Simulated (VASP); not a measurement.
**MgSe: G0W0 quasiparticle levels with PBE**

Crystal: MgSe.

```xyz
2
Lattice="0.0000 2.7363 2.7363 2.7363 0.0000 2.7363 2.7363 2.7363 0.0000" Properties=species:S:1:pos:R:3 pbc="T T T"
Mg    0.0000    0.0000    0.0000
Se    2.7363    2.7363    2.7363
```

- Program: VASP 6.6.1
- Task: G0W0 quasiparticle levels
- Functional: PBE
- Potentials or basis: VASP PAW PBE potentials, release 64 (Mg_GW, Se_GW)
- Cutoff: 500 eV
- k mesh: 4 × 4 × 4
- Occupations: gaussian, width 0.01 eV
- Spin: no spin polarisation
- Dipole correction: no
- GW scheme: G0W0
- GW iterations: 1
- Cutoff of the response function: 80
- Frequency points: 48
- Empty bands: 60
- Further INCAR settings: ALGO = EVGW0; EDIFF = 1e-08; NBANDS = 64

```yaml
Band_gap_on_the_k_mesh_mean-field_level: 1.75 eV, indirect (least direct gap 2.49 eV)
Quasiparticle_gap: 2.79 eV
Least_direct_quasiparticle_gap: 3.72 eV
```

Levels at points of the mesh, in eV from the valence-band top:
| k point | band 2 | band 3 | band 4 | band 5 | band 6 | band 7 |
| --- | --- | --- | --- | --- | --- | --- |
| (0.00, 0.00, 0.00) | 0.00 | 0.00 | 0.00 | 2.49 | 7.39 | 7.39 |
| (0.50, 0.00, 0.00) | -4.90 | -0.57 | -0.57 | 3.79 | 6.05 | 6.05 |
| (0.50, 0.50, 0.00) | -4.22 | -1.77 | -1.77 | 1.75 | 3.97 | 11.62 |

Run time: 36 s on 1 thread of Intel(R) Xeon(R) 6975P-C (Granite Rapids) (shared host), peak memory 0.38 GiB.

Caveat: the k points lie up to 0.50 Å⁻¹ apart; bands, screening cutoff and mesh are small and nothing is extrapolated, so the quasiparticle values aren't converged. A k mesh can miss the band edges.
